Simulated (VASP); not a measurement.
Here is a VASP 6.6.1 calculation.

Contents of INCAR:

```
PREC = Accurate
ENCUT = 520
EDIFF = 1E-8
ISMEAR = -1
SIGMA = 0.03
LREAL = False
LASPH = True
NELM = 80
ALGO = Normal
ISIF = 2
LWAVE = False
LCHARG = False
GGA = PS
LEFG = True
NBANDS = 7
```

Contents of KPOINTS:

```
Automatic mesh
0
Gamma
  23 23 23
```

POSCAR

```
Be
1.0
   -1.2907145798      1.2531209513      1.2531209513
    1.2531209513     -1.2907145798      1.2531209513
    1.2531209513      1.2531209513     -1.2907145798
Be
1
Direct
    0.0000000000      0.0000000000      0.0000000000
```

Potentials or basis: VASP PAW PBE potentials, release 64 (Be).

Launch:

```sh
$ cat potpaw_PBE.64/Be/POTCAR > POTCAR
$ mpirun -np 1 vasp_std > vasp.out
```

Task: What does it give for the pressure?

Result: -1.1 GPa.

Task: Estimate the band gap on the k mesh.

Result: Zero (bands 1 and 2 overlap by 5.22 eV).

Stress tensor (GPa, compression positive):
```
-1.09  6.57  6.57
 6.57 -1.09  6.57
 6.57  6.57 -1.09
```

Caveat: the cell differs from its parent crystal (equal xy, yz and zx shear strains of -3 %); without QUAD_EFG the Cq values of the log hold for a quadrupole moment of 1 mb, not for the nuclei; the PAW data sets were made with another functional, which shifts forces and pressure a little.
